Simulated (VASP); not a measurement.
NaCl: single point with PBEsol

NaCl:

```
CELL_PARAMETERS angstrom
2.86000 0.02860 0.02860
0.02860 2.86000 0.02860
0.02860 0.02860 2.86000
ATOMIC_POSITIONS crystal
Na 0.00000 0.00000 0.00000
Cl 0.50000 0.50000 0.50000
```

This cell differs from its parent crystal: equal xy, yz and zx shear strains of +2 %.

```yaml
Program: VASP 6.6.1
Task: single point
Functional: PBEsol
Potentials_or_basis: VASP PAW PBE potentials, release 64 (Na_pv, Cl)
Cutoff: 520 eV
k_mesh: 8 × 8 × 8
Occupations: fermi-dirac, width 0.02 eV
Spin: no spin polarisation
```

The pressure is 60.3 GPa. The band gap on the k mesh is 4.21 eV.

Stress tensor (GPa, compression positive):
```
60.26 -1.26 -1.26
-1.26 60.26 -1.26
-1.26 -1.26 60.26
```

Levels at points of the mesh, in eV from the valence-band top:
```
           k point  band 5  band 6  band 7  band 8  band 9  band 10
(0.00, 0.00, 0.00)   -1.31   -1.31   -1.19    6.51    6.51     7.20
(0.50, 0.00, 0.00)   -7.00   -0.86   -0.73    9.06    9.16    12.69
(0.50, 0.50, 0.00)   -5.48   -5.33    0.00    4.21   10.56    12.73
(0.50, 0.50, 0.50)   -4.94   -4.78   -4.78    5.86    6.29     6.29
```

Run time: 18 s on 1 thread of Intel Xeon 8259CL, with other jobs on the host, peak memory 0.14 GiB.

Caveat: the cell differs from its parent crystal (equal xy, yz and zx shear strains of +2 %); the cell stands under pressure; the PAW data sets were made with another functional, which shifts forces and pressure a little. A k mesh can miss the band edges.
